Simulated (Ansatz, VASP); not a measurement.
One calculation of Br, two programs

The input INCAR:

```
SYSTEM = Br
ALGO = Fast ; EDIFF = 1E-6
ENCUT = 520 ; GGA = PE
ISIF = 2 ; ISMEAR = 0
IVDW = 12 ; LASPH = .True.
LCHARG = .True. ; LELF = .True.
LREAL = .False. ; LVHAR = .True.
LWAVE = .False. ; NBANDS = 10
NELM = 100 ; PREC = Accurate
SIGMA = 0.15
```

KPOINTS

```
k-points
0
Gamma
  22 22 22
  0 0 0
```

POSCAR

```
Br
1.0
   -1.4216501623      1.4216501623      3.5532137791
    1.4216501623     -1.4216501623      3.5532137791
    1.4216501623      1.4216501623     -3.5532137791
Br
1
Direct
    0.0000000000      0.0000000000      0.0000000000
```

Input for Ansatz:

```yaml
crystal:
  lattice:
    - [-1.4216501623, 1.4216501623, 3.5532137791]
    - [1.4216501623, -1.4216501623, 3.5532137791]
    - [1.4216501623, 1.4216501623, -3.5532137791]
  atoms:
    - { symbol: Br, position: [0.0, 0.0, 0.0] }
basis:
  ecutwfc: 420
kpoints:
  mp_grid: { grid: [22, 22, 22] }
hamiltonian:
  xc: pbe
  dispersion: d3bj
scf:
  occupations: { method: gaussian, width: 0.15 }
output:
  forces: true
  stress: true
  eigenvalues: true
```

Alike in both runs: task single point; functional PBE; dispersion D3(BJ); k mesh 22 × 22 × 22; occupations gaussian, width 0.15 eV; no spin polarisation.

```csv
,VASP,Ansatz
version,VASP 6.6.1,Ansatz 0.2.0
potentials or method,"VASP PAW PBE potentials, release 64 (Br), cutoff 520 eV","scalar-relativistic, plane waves, PAW"
valence electrons in the cell,7,7
```

|  | VASP | Ansatz | Ansatz less VASP |
| --- | --- | --- | --- |
| gap on the k mesh at the Fermi level (eV) | none | none | - |
| pressure (GPa) | 0.0 | 0.0 | -0.01 |

A gap of «none» marks a metal or a gap that the smearing closes.
